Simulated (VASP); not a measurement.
A run of VASP 6.6.1 is set up as follows.

File INCAR:

```
SYSTEM = Te
  ALGO = Normal
  EDIFF = 1E-7
  ENCUT = 520
  GGA = PS
  ISIF = 2
  ISMEAR = -1
  LASPH = .TRUE.
  LCHARG = .FALSE.
  LREAL = .FALSE.
  LWAVE = .FALSE.
  NBANDS = 16
  NELM = 60
  PREC = Accurate
  SIGMA = 0.05
```

Contents of KPOINTS:

```
k-points
0
G
  8 8 5
  0 0 0
```

POSCAR

```
Te
1.0
    4.3195080000      0.0000000000      0.0000000000
   -2.1597540000      3.7408040000      0.0000000000
    0.0000000000      0.0000000000      5.9442510000
Te
3
Direct
    0.2848580000      0.0000000000      0.3333330000
    0.0000000000      0.2848580000      0.6666670000
    0.7151420000      0.7151420000      0.0000000000
```

Potentials or basis: VASP PAW PBE potentials, release 64 (Te).

Run with:

```sh
$ cat potpaw_PBE.64/Te/POTCAR > POTCAR
$ mpirun -np 1 vasp_std > vasp.out
```

(1) Predict the pressure.

(2) Predict the band gap on the k mesh.

Results:

(1) 0.1 GPa.

(2) 0.47 eV, indirect (least direct gap 0.61 eV).

Caveat: the PAW data sets were made with another functional, which shifts forces and pressure a little; spin-orbit coupling is left out, which moves the levels of the heavy elements.
